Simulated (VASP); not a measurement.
# TiAl (Pm-3m) in VASP: notebook

Runs on TiAl. Level: r2SCAN. Tasks: single point.

All numbers are computed with VASP 6.6.1; they aren't measurements. Logs are shortened: lines on timing, memory, paths and dates and some standing lists are left out, and cuts for length are marked.

## Step 1: The cell of the first run

Symmetry: Pm-3m, No. 221, cubic system. Conventional cell: a = 2.991 Å, b = 2.991 Å, c = 2.991 Å, α = 90.00°, β = 90.00°, γ = 90.00°. Within 3.4 Å of Ti (site symmetry m-3m) lie 8 Al at 2.59 Å and 6 Ti at 2.99 Å. Within 3.4 Å of Al (site symmetry m-3m) lie 8 Ti at 2.59 Å and 6 Al at 2.99 Å.

## Step 2: Single point, r2SCAN

POSCAR reads:

```
TiAl
1.0
    2.9905550849      0.0000000000      0.0000000000
    0.0000000000      2.9905550849      0.0000000000
    0.0000000000      0.0000000000      2.9905550849
Ti Al
1 1
Direct
    0.0000000000      0.0000000000      0.0000000000
    0.5000000000      0.5000000000      0.5000000000
```

INCAR.step1 reads:

```
PREC = Accurate
ENCUT = 520
ISMEAR = -1
SIGMA = 0.05
LREAL = False
LASPH = True
NELM = 80
NBANDS = 14
GGA = PE
ALGO = Normal
EDIFF = 1E-4
LWAVE = True
LCHARG = False
```

INCAR.step2 reads:

```
PREC = Accurate
ENCUT = 520
EDIFF = 1E-6
ISMEAR = -1
SIGMA = 0.05
LREAL = False
LASPH = True
NELM = 80
ALGO = Normal
ISIF = 2
LWAVE = False
LCHARG = False
METAGGA = R2SCAN
LMIXTAU = True
NBANDS = 14
ISTART = 1
```

KPOINTS reads:

```
regular mesh
0
Gamma
  8 8 8
```

Potentials or basis: VASP PAW PBE potentials, release 64 (Ti_sv, Al).

On the command line:

```sh
$ cat potpaw_PBE.64/Ti_sv/POTCAR potpaw_PBE.64/Al/POTCAR > POTCAR
$ cp INCAR.step1 INCAR
$ mpirun -np 1 vasp_std > vasp.out
$ cp INCAR.step2 INCAR
$ mpirun -np 1 vasp_std > vasp.out
```

OUTCAR:

```text
PREC = Accurate
   ENCUT = 520
   EDIFF = 1E-6
   ISMEAR = -1
   LREAL = False
   LASPH = True
   NELM = 80
   ISIF = 2
   METAGGA = R2SCAN
   ISTART = 1

 ion  position               nearest neighbor table
   1  0.000  0.000  0.000-   2 2.59   2 2.59   2 2.59   2 2.59   2 2.59   2 2.59   2 2.59   2 2.59

   2  0.500  0.500  0.500-   1 2.59   1 2.59   1 2.59   1 2.59   1 2.59   1 2.59   1 2.59   1 2.59

  LATTYP: Found a simple cubic cell.
 ALAT       =     2.9905550849

  Lattice vectors:

 A1 = (   2.9905550849,   0.0000000000,   0.0000000000)
 A2 = (   0.0000000000,   2.9905550849,   0.0000000000)
 A3 = (   0.0000000000,   0.0000000000,   2.9905550849)

Analysis of symmetry for initial positions (statically):
=====================================================================
 Subroutine PRICEL returns:
 Original cell was already a primitive cell.

 Routine SETGRP: Setting up the symmetry group for a
 simple cubic supercell.

 Subroutine GETGRP returns: Found 48 space group operations
 (whereof 48 operations were pure point group operations)
 out of a pool of 48 trial point group operations.

The static configuration has the point symmetry O_h .

Analysis of symmetry for dynamics (positions and initial velocities):
=====================================================================
 Subroutine PRICEL returns:
 Original cell was already a primitive cell.

 Routine SETGRP: Setting up the symmetry group for a
 simple cubic supercell.

 Subroutine GETGRP returns: Found 48 space group operations
 (whereof 48 operations were pure point group operations)
 out of a pool of 48 trial point group operations.

The dynamic configuration has the point symmetry O_h .

 Subroutine INISYM returns: Found 48 space group operations
 (whereof 48 operations are pure point group operations),
 and found     1 'primitive' translations

----------------------------------------------------------------------------------------

                                     Primitive cell

  volume of cell :      26.7458

  direct lattice vectors                    reciprocal lattice vectors
     2.990555085  0.000000000  0.000000000     0.334386083  0.000000000  0.000000000
     0.000000000  2.990555085  0.000000000     0.000000000  0.334386083  0.000000000
     0.000000000  0.000000000  2.990555085     0.000000000  0.000000000  0.334386083

  length of vectors
     2.990555085  2.990555085  2.990555085     0.334386083  0.334386083  0.334386083

  position of ions in fractional coordinates (direct lattice)
     0.000000000  0.000000000  0.000000000
     0.500000000  0.500000000  0.500000000

  ion indices of the primitive-cell ions
   primitive index   ion index
                 1           1
                 2           2

----------------------------------------------------------------------------------------

 KPOINTS: regular mesh

Automatic generation of k-mesh.
 Grid dimensions read from file:
 generate k-points for:    8    8    8

 Generating k-lattice:

  Cartesian coordinates                     Fractional coordinates (reciprocal lattice)
     0.041798260  0.000000000  0.000000000     0.125000000  0.000000000  0.000000000
     0.000000000  0.041798260  0.000000000     0.000000000  0.125000000  0.000000000
     0.000000000  0.000000000  0.041798260     0.000000000  0.000000000  0.125000000

  Length of vectors
     0.041798260  0.041798260  0.041798260

  Shift w.r.t. Gamma in fractional coordinates (k-lattice)
     0.000000000  0.000000000  0.000000000

 Subroutine IBZKPT returns following result:
 ===========================================

 Found     35 irreducible k-points:

 Following reciprocal coordinates:
            Coordinates               Weight
  0.000000  0.000000  0.000000      1.000000
  0.125000  0.000000  0.000000      6.000000
  0.250000  0.000000  0.000000      6.000000
  0.375000  0.000000  0.000000      6.000000
  0.500000  0.000000  0.000000      3.000000
  0.125000  0.125000  0.000000     12.000000
[... 16 lines left out ...]
  0.375000  0.375000  0.125000     24.000000
  0.500000  0.375000  0.125000     24.000000
 [... further k-points ...]
   k-points           NKPTS =     35   k-points in BZ     NKDIM =     35   number of bands    NBANDS=     14
   number of dos      NEDOS =    301   number of ions     NIONS =      2
   total plane-waves  NPLWV =  13824
   dimension x,y,z NGX =    24 NGY =   24 NGZ =   24
   dimension x,y,z NGXF=    48 NGYF=   48 NGZF=   48
   ions per type =               1   1
   NGX,Y,Z   is equivalent  to a cutoff of  13.34, 13.34, 13.34 a.u.
   NGXF,Y,Z  is equivalent  to a cutoff of  26.68, 26.68, 26.68 a.u.
 SYSTEM =  unknown system
   PREC   = accura    normal or accurate (medium, high low for compatibility)
   ISTART =      1    job   : 0-new  1-cont  2-samecut
   ICHARG =      0    charge: 1-file 2-atom 10-const
   ISPIN  =      1    spin polarized calculation?
   LNONCOLLINEAR =      F non collinear calculations
   LSORBIT =      F    spin-orbit coupling
   LASPH  =      T    aspherical Exc in radial PAW
   ENCUT  =  520.0 eV  38.22 Ry    6.18 a.u.   5.56  5.56  5.56*2*pi/ulx,y,z
   NELM   =     80;   NELMIN=  2; NELMDL=  0     # of ELM steps
   EDIFF  = 0.1E-05   stopping-criterion for ELM
   LREAL  =      F    real-space projection
   EDIFFG = 0.1E-04   stopping-criterion for IOM
   NSW    =      0    number of steps for IOM
   IBRION =     -1    ionic relax: 0-MD 1-quasi-New 2-CG
   NFREE  =      0    steps in history (QN), initial steepest desc. (CG)
   ISIF   =      2    stress and relaxation
   ISYM   =      2    0-nonsym 1-usesym 2-fastsym
   POTIM  = 0.5000    time-step for ionic-motion
   TEBEG  =    0.0;   TEEND  =   0.0 temperature during run
   PSTRESS=    0.0 pullay stress
   NELECT =      15.0000    total number of electrons
   NUPDOWN=      -1.0000    fix difference up-down
   EMIN   =  10.00;   EMAX   =-10.00  energy-range for DOS
   EFERMI =   0.00;   METHOD = LEGACY
   ISMEAR =    -1;   SIGMA  =   0.05  broadening in eV -4-tet -1-fermi 0-gaus
   EFERMI_NEDOS =   21; number of points for ismear=-14 and -15
   IALGO  =     38    algorithm
   IMIX   =      4    mixing-type and parameters
     AMIX     =   0.40;   BMIX     =  1.00
     AMIX_MAG =   1.60;   BMIX_MAG =  1.00
  volume/ion in A,a.u.               =      13.37        90.24
  Fermi-wavevector in a.u.,A,eV,Ry     =   1.350061  2.551246 24.798865  1.822665
  Thomas-Fermi vector in A             =   2.477597
   LORBIT       =      0    0 simple, 1 ext, 2 COOP (PROOUT), +10 PAW based schemes
   METAGGA = R2SCAN    functional components
   LHFCALC =     F    Hartree Fock is set to
   AEXX    =    0.0000 exact exchange contribution
   IVDW    =     0    specifies the selected vdW correction
   LEPSILON=     F    determine dielectric tensor
   LRPA    =     F    only Hartree local field effects (RPA)
 non-spin polarized calculation
  energy-cutoff  :      520.00
  volume of cell :       26.75
 maximum number of plane-waves:       739
 NGX is ok and might be reduce to    24
   NGX = 11   NGY = 11   NGZ = 11

 number of electron      14.9999991 magnetization

 Free energy of the ion-electron system (eV)
  ---------------------------------------------------
  ext. energy  EPLUGINS =         0.00000000
  ---------------------------------------------------
  free energy    TOTEN  =       -19.88446941 eV

  energy without entropy =      -19.86898542  energy(sigma->0) =      -19.87672741

 E-fermi :  10.9015     XC(G=0): -12.7770

 val. band max:       10.8974025345   @ k =   0.5000   0.3750   0.2500
 cond. band min:      10.9057329499   @ k =   0.2500   0.2500   0.2500
 fundamental gap:      0.0083304153
 Fermi energy:        10.9014844977

 k-point     1 :       0.0000    0.0000    0.0000
  band No.  band energies     occupation
      1     -47.9617      2.00000
      2     -23.0928      2.00000
      3     -23.0928      2.00000
      4     -23.0928      2.00000
      5       0.2381      2.00000
      6       8.7637      2.00000
      7       8.7637      2.00000
      8      13.4247      0.00000
      9      13.4247      0.00000
     10      13.4247      0.00000
     11      16.5860      0.00000
     12      16.5860      0.00000
     13      16.5860      0.00000
     14      21.1356      0.00000

 k-point     2 :       0.1250    0.0000    0.0000
  band No.  band energies     occupation
      1     -47.9563      2.00000
      2     -23.1462      2.00000
      3     -23.0882      2.00000
      4     -23.0882      2.00000
      5       0.5435      2.00000
      6       8.6464      2.00000
      7       8.9127      2.00000
      8      12.9177      0.00000
      9      12.9177      0.00000
     10      13.4655      0.00000
     11      15.6206      0.00000
     12      17.2843      0.00000
     13      17.2843      0.00000
     14      20.6294      0.00000

 k-point     3 :       0.2500    0.0000    0.0000
  band No.  band energies     occupation
      1     -47.9434      2.00000
      2     -23.2738      2.00000
      3     -23.0770      2.00000
      4     -23.0770      2.00000
      5       1.4244      2.00000
      6       7.9417      2.00000
      7       9.3108      2.00000
      8      12.0777      0.00000
      9      12.0777      0.00000
     10      13.5660      0.00000
     11      14.6516      0.00000
     12      18.7274      0.00000
     13      18.7274      0.00000
     14      19.4293      0.00000

 k-point     4 :       0.3750    0.0000    0.0000
  band No.  band energies     occupation
      1     -47.9305      2.00000
      2     -23.3991      2.00000
      3     -23.0658      2.00000
      4     -23.0658      2.00000
      5       2.7867      2.00000
      6       6.4054      2.00000
      7       9.7830      2.00000
      8      11.4612      0.00003
      9      11.4613      0.00003
     10      13.6696      0.00000
     11      14.6927      0.00000
     12      18.2332      0.00000
     13      20.4209      0.00000
     14      20.4209      0.00000

 k-point     5 :       0.5000    0.0000    0.0000
  band No.  band energies     occupation
      1     -47.9251      2.00000
      2     -23.4504      2.00000
      3     -23.0612      2.00000
      4     -23.0612      2.00000
      5       4.2820      2.00000
      6       4.7748      2.00000
      7      10.0100      2.00000
      8      11.2413      0.00223
      9      11.2413      0.00223
     10      13.7135      0.00000
     11      14.9106      0.00000
[... 276 lines left out ...]
 k-point    22 :       0.5000    0.2500    0.1250
  band No.  band energies     occupation
      1     -47.9029      2.00000
      2     -23.4142      2.00000
      3     -23.2232      2.00000
      4     -23.0937      2.00000
      5       4.7838      2.00000
      6       6.2331      2.00000
      7       9.3477      2.00000
      8      10.5004      1.99934
      9      11.8643      0.00000
     10      12.2630      0.00000
     11      14.8577      0.00000
     12      18.3550      0.00000
     13      18.9737      0.00000
     14      19.8408      0.00000

 k-point    23 :       0.3750    0.3750    0.1250
  band No.  band energies     occupation
      1     -47.8959      2.00000
      2     -23.3500      2.00000
      3     -23.3431      2.00000
      4     -23.0867      2.00000
      5       4.6561      2.00000
      6       7.7233      2.00000
      7       8.3760      2.00000
      8      10.4510      1.99976
      9      11.9075      0.00000
     10      12.1442      0.00000
     11      14.8390      0.00000
     12      17.1775      0.00000
     13      18.5824      0.00000
     14      19.9354      0.00000

 k-point    24 :       0.5000    0.3750    0.1250
  band No.  band energies     occupation
      1     -47.8908      2.00000
      2     -23.3944      2.00000
      3     -23.3388      2.00000
      4     -23.0817      2.00000
      5       5.1389      2.00000
      6       7.3855      2.00000
      7       8.5597      2.00000
      8      10.1114      2.00000
      9      12.1390      0.00000
     10      12.1421      0.00000
     11      14.6705      0.00000
     12      17.5552      0.00000
     13      17.5856      0.00000
     14      20.1744      0.00000

 [... further k-points ...]

------------------------ aborting loop because EDIFF is reached ----------------------------------------

  FORCE on cell =-STRESS in cart. coord.  units (eV):
  Direction    XX          YY          ZZ          XY          YZ          ZX
  --------------------------------------------------------------------------------------
  -------------------------------------------------------------------------------------
  Total        5.0464238      5.0464238      5.0464238      0.0000000      0.0000000     -0.0000000
  in kB      302.3005140    302.3005140    302.3005140      0.0000000      0.0000000     -0.0000000
  external PRESSURE =     302.3005140 kB  Pullay stress =       0.0000000 kB

 VOLUME and BASIS-vectors are now :
 -----------------------------------------------------------------------------
  energy-cutoff  :      520.00
  volume of cell :       26.75
      direct lattice vectors                 reciprocal lattice vectors
     2.990555085  0.000000000  0.000000000     0.334386083  0.000000000  0.000000000
     0.000000000  2.990555085  0.000000000     0.000000000  0.334386083  0.000000000
     0.000000000  0.000000000  2.990555085     0.000000000  0.000000000  0.334386083

 POSITION                                       TOTAL-FORCE (eV/Angst)
 -----------------------------------------------------------------------------------
      0.00000      0.00000      0.00000         0.000000      0.000000      0.000000
      1.49528      1.49528      1.49528         0.000000      0.000000      0.000000
 -----------------------------------------------------------------------------------
    total drift:                                0.000000      0.000000      0.000000

  FREE ENERGIE OF THE ION-ELECTRON SYSTEM (eV)
  ---------------------------------------------------
  free  energy   TOTEN  =       -19.8844694094 eV

  energy  without entropy=      -19.8689854152  energy(sigma->0) =      -19.87672741
```

It took 66 s on 1 thread of Intel Xeon 8259CL, shared host; peak memory 0.15 GiB.

Results:

```
Free energy            : -19.8845 eV
Pressure               : 30.2 GPa
Band gap on the k mesh : zero (an odd number of electrons rules out a gap without spin polarisation)
```

Caveat: the cell stands under pressure; the PAW data sets were made with another functional, which shifts forces and pressure a little.

## Step 3: Single point, r2SCAN

This run uses another cell than the first one, of 14.03 Å³/atom.

POSCAR reads:

```
TiAl
1.0
    3.0388118014      0.0000000000      0.0000000000
    0.0000000000      3.0388118014      0.0000000000
    0.0000000000      0.0000000000      3.0388118014
Ti Al
1 1
Direct
    0.0000000000      0.0000000000      0.0000000000
    0.5000000000      0.5000000000      0.5000000000
```

INCAR.step1 reads:

```
SYSTEM = TiAl
PREC = Accurate
ENCUT = 520
ISMEAR = -1
SIGMA = 0.05
LREAL = .False.
LASPH = .True.
NELM = 80
NBANDS = 14
GGA = PE
ALGO = Normal
EDIFF = 1E-4
LWAVE = .True.
LCHARG = .False.
```

INCAR.step2 reads:

```
SYSTEM = TiAl
PREC = Accurate
ENCUT = 520
EDIFF = 1E-7
ISMEAR = -1
SIGMA = 0.05
LREAL = .False.
LASPH = .True.
NELM = 80
ALGO = Normal
ISIF = 2
LWAVE = .False.
LCHARG = .False.
METAGGA = R2SCAN
LMIXTAU = .True.
NBANDS = 14
ISTART = 1
```

KPOINTS reads:

```
regular mesh
0
Gamma
  8 8 8
  0 0 0
```

Potentials or basis: VASP PAW PBE potentials, release 64 (Ti_sv, Al).

On the command line:

```sh
$ cat potpaw_PBE.64/Ti_sv/POTCAR potpaw_PBE.64/Al/POTCAR > POTCAR
$ cp INCAR.step1 INCAR
$ mpirun -np 1 vasp_std > vasp.out
$ cp INCAR.step2 INCAR
$ mpirun -np 1 vasp_std > vasp.out
```

Run time: 82 s. Hardware: 1 thread of Intel Xeon 8259CL, shared host; peak memory 0.15 GiB.

It converged, with:

| Quantity | Value |
| --- | --- |
| Free energy | -20.0906 eV |
| Pressure | 20.2 GPa |
| Band gap on the k mesh | zero (an odd number of electrons rules out a gap without spin polarisation) |

Levels at points of the mesh, in eV from the Fermi level:
| k point | band 5 | band 6 | band 7 | band 8 | band 9 | band 10 |
| --- | --- | --- | --- | --- | --- | --- |
| (0.00, 0.00, 0.00) | -10.45 | -1.98 | -1.98 | 2.40 | 2.40 | 2.40 |
| (0.50, 0.00, 0.00) | -6.59 | -5.99 | -0.82 | 0.33 | 0.33 | 2.66 |
| (0.50, 0.50, 0.00) | -5.63 | -2.39 | -2.39 | -1.80 | 0.96 | 0.96 |
| (0.50, 0.50, 0.50) | -3.71 | -3.71 | -3.71 | 1.83 | 3.33 | 3.33 |

Caveat: the cell stands under pressure; the PAW data sets were made with another functional, which shifts forces and pressure a little.

## Step 4: Single point, r2SCAN

This run uses another cell than the first one, of 14.86 Å³/atom.

POSCAR reads:

```
TiAl
1.0
    3.0973796737      0.0000000000      0.0000000000
    0.0000000000      3.0973796737      0.0000000000
    0.0000000000      0.0000000000      3.0973796737
Ti Al
1 1
Direct
    0.0000000000      0.0000000000      0.0000000000
    0.5000000000      0.5000000000      0.5000000000
```

INCAR.step1 reads:

```
PREC     = Accurate       # precision mode
ENCUT    = 520            # plane-wave cutoff, eV
ISMEAR   = -1             # smearing method
SIGMA    = 0.05           # smearing width, eV
LREAL    = F              # projectors in reciprocal space
LASPH    = T              # aspherical terms in the spheres
NELM     = 60             # most SCF steps
NBANDS   = 14             # bands
GGA      = PE             # functional
ALGO     = Normal         # electronic algorithm
EDIFF    = 1E-4           # SCF threshold, eV
LWAVE    = T              # write WAVECAR
LCHARG   = F              # write CHGCAR
```

INCAR.step2 reads:

```
PREC     = Accurate       # precision mode
ENCUT    = 520            # plane-wave cutoff, eV
EDIFF    = 1E-7           # SCF threshold, eV
ISMEAR   = -1             # smearing method
SIGMA    = 0.05           # smearing width, eV
LREAL    = F              # projectors in reciprocal space
LASPH    = T              # aspherical terms in the spheres
NELM     = 60             # most SCF steps
ALGO     = Normal         # electronic algorithm
ISIF     = 2              # what is computed and relaxed
LWAVE    = F              # write WAVECAR
LCHARG   = F              # write CHGCAR
METAGGA  = R2SCAN         # meta-GGA
LMIXTAU  = T            
NBANDS   = 14             # bands
ISTART   = 1
```

KPOINTS reads:

```
Automatic mesh
0
Gamma
  8 8 8
```

On the command line:

```sh
$ cat potpaw_PBE.64/Ti_sv/POTCAR potpaw_PBE.64/Al/POTCAR > POTCAR
$ cp INCAR.step1 INCAR
$ mpirun -np 1 vasp_std > vasp.out
$ cp INCAR.step2 INCAR
$ mpirun -np 1 vasp_std > vasp.out
```

Run time: 60 s. Hardware: 1 thread of Intel Xeon 8259CL, shared host; peak memory 0.15 GiB.

It converged, with:

- Free energy: -20.2458 eV
- Pressure: 10.2 GPa
- Band gap on the k mesh: zero (an odd number of electrons rules out a gap without spin polarisation)

Levels at points of the mesh, in eV from the Fermi level:
| k point | band 3 | band 4 | band 5 | band 6 | band 7 | band 8 | band 9 | band 10 | band 11 | band 12 |
| --- | --- | --- | --- | --- | --- | --- | --- | --- | --- | --- |
| (0.00, 0.00, 0.00) | -34.25 | -34.25 | -10.20 | -1.82 | -1.82 | 2.25 | 2.25 | 2.25 | 5.05 | 5.05 |
| (0.50, 0.00, 0.00) | -34.23 | -34.23 | -6.53 | -5.82 | -0.74 | 0.31 | 0.31 | 2.49 | 3.47 | 6.75 |
| (0.50, 0.50, 0.00) | -34.46 | -34.20 | -5.45 | -2.41 | -2.41 | -1.72 | 0.93 | 0.93 | 3.15 | 5.48 |
| (0.50, 0.50, 0.50) | -34.42 | -34.42 | -3.52 | -3.52 | -3.52 | 1.44 | 3.12 | 3.12 | 3.12 | 3.22 |

Caveat: the cell stands under pressure; the PAW data sets were made with another functional, which shifts forces and pressure a little.

## Step 5: Overview

| cell | gap on the mesh (eV) | pressure (GPa) |
| --- | --- | --- |
| a = 2.991 Å, 2 atoms | none | 30.2 |
| a = 3.039 Å, 2 atoms | none | 20.2 |
| a = 3.097 Å, 2 atoms | none | 10.2 |

Alike in all rows: task single point; level r2SCAN; potentials or basis VASP PAW PBE potentials, release 64 (Ti_sv, Al); no spin polarisation; k mesh 8 × 8 × 8; cutoff (eV) 520; smearing fermi-dirac 0.05 eV.

Caveats: the cell stands under pressure; the PAW data sets were made with another functional, which shifts forces and pressure a little.

Total energies depend on the potentials used, so only differences within one code and one set of settings carry meaning.
